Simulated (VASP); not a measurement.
A run of VASP 6.6.1 is set up as follows.

File INCAR:

```
SYSTEM = Cu
ALGO = Normal
EDIFF = 1E-6
ENCUT = 520
GGA = PS
ISIF = 2
ISMEAR = -1
LASPH = .True.
LCHARG = .True.
LELF = .True.
LREAL = .False.
LVHAR = .True.
LWAVE = .False.
NBANDS = 18
NELM = 60
PREC = Accurate
SIGMA = 0.1
```

Contents of KPOINTS:

```
k-points
0
Gamma
  17 17 17
  0 0 0
```

Contents of POSCAR:

```
Cu
1.0
    0.0000000000      2.5802191117      2.5802191117
    2.5802191117      0.0000000000      2.5802191117
    2.5802191117      2.5802191117      0.0000000000
Cu
2
Direct
    0.1250000000      0.1250000000      0.1250000000
    0.8750000000      0.8750000000      0.8750000000
```

Potentials or basis: VASP PAW PBE potentials, release 64 (Cu).

Launch:

```sh
$ cat potpaw_PBE.64/Cu/POTCAR > POTCAR
$ mpirun -np 1 vasp_std > vasp.out
```

**Question.** What does it give for the band gap on the k mesh?

**Answer.** Zero (bands 11 and 12 overlap by 0.84 eV).

**Question.** What does it give for the pressure?

**Answer.** 3.1 GPa.

Caveat: the cell stands under pressure; the PAW data sets were made with another functional, which shifts forces and pressure a little.
